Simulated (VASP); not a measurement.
Here is a VASP 6.6.1 calculation.

File INCAR:

```
ALGO     = Normal         # electronic algorithm
EDIFF    = 1E-6           # SCF threshold, eV
ENCUT    = 520            # plane-wave cutoff, eV
GGA      = PE             # functional
ISIF     = 2              # what is computed and relaxed
ISMEAR   = 0              # smearing method
ISPIN    = 2              # spin polarisation
LASPH    = True           # aspherical terms in the spheres
LCHARG   = False          # write CHGCAR
LMAXMIX  = 4              # l up to which the mixer works
LORBIT   = 11             # projections on sites
LREAL    = False          # projectors in reciprocal space
LWAVE    = False          # write WAVECAR
MAGMOM   = 0.13 0.65 0 0 0 # initial moments
NBANDS   = 30             # bands
NELM     = 150            # most SCF steps
PREC     = Accurate       # precision mode
SIGMA    = 0.1            # smearing width, eV
```

KPOINTS

```
k-points
0
Gamma
  8 8 8
```

The input POSCAR:

```
TiSeS3
1.0
    4.6952545554      0.0000000000      0.0000000000
    0.0000000000      4.6952545554      0.0000000000
    0.0000000000      0.0000000000      4.6952545554
Ti Se S
1 1 3
Direct
    0.5000000000      0.5000000000      0.5000000000
    0.0000000000      0.0000000000      0.0000000000
    0.0000000000      0.5000000000      0.5000000000
    0.5000000000      0.0000000000      0.5000000000
    0.5000000000      0.5000000000      0.0000000000
```

Potentials or basis: VASP PAW PBE potentials, release 64 (Ti_sv, Se, S).

Command:

```sh
$ cat potpaw_PBE.64/Ti_sv/POTCAR potpaw_PBE.64/Se/POTCAR potpaw_PBE.64/S/POTCAR > POTCAR
$ mpirun -np 1 vasp_std > vasp.out
```

**Question.** Estimate the net moment.

**Answer.** 0.00 μB per cell.

**Question.** What does it give for the band gap on the k mesh?

**Answer.** Zero (filled and empty bands overlap).

**Question.** Estimate the pressure.

**Answer.** 0.0 GPa.
